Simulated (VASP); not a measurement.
Crystal: MgO.

```
CELL_PARAMETERS angstrom
0.00000 2.25622 2.31772
2.25622 0.00000 2.31772
2.25622 2.25622 0.00000
ATOMIC_POSITIONS crystal
Mg 0.00000 0.00000 0.00000
O 0.25000 0.25000 0.25000
```

This cell differs from its parent crystal: epitaxial xy strain -1.1%.

Program: VASP 6.6.1. Alike in all runs: task single point; potentials or basis VASP PAW PBE potentials, release 64 (Mg, O); no spin polarisation; cell as given; cutoff (eV) 520.

Q: Order these runs on this cell by their band gap on the k mesh, lowest first.
A. level PBE; k mesh 10 × 10 × 10; smearing fermi-dirac 0.02 eV
B. level r2SCAN; k mesh 10 × 10 × 10; smearing gaussian 0.01 eV
C. level HSE06; k mesh 6 × 6 × 6; smearing gaussian 0.01 eV; grid for exact exchange (PRECFOCK) Normal; share of exact exchange 0.25; screening parameter 0.2079 1/Å

A: A (3.65 eV), B (4.34 eV), C (5.26 eV).
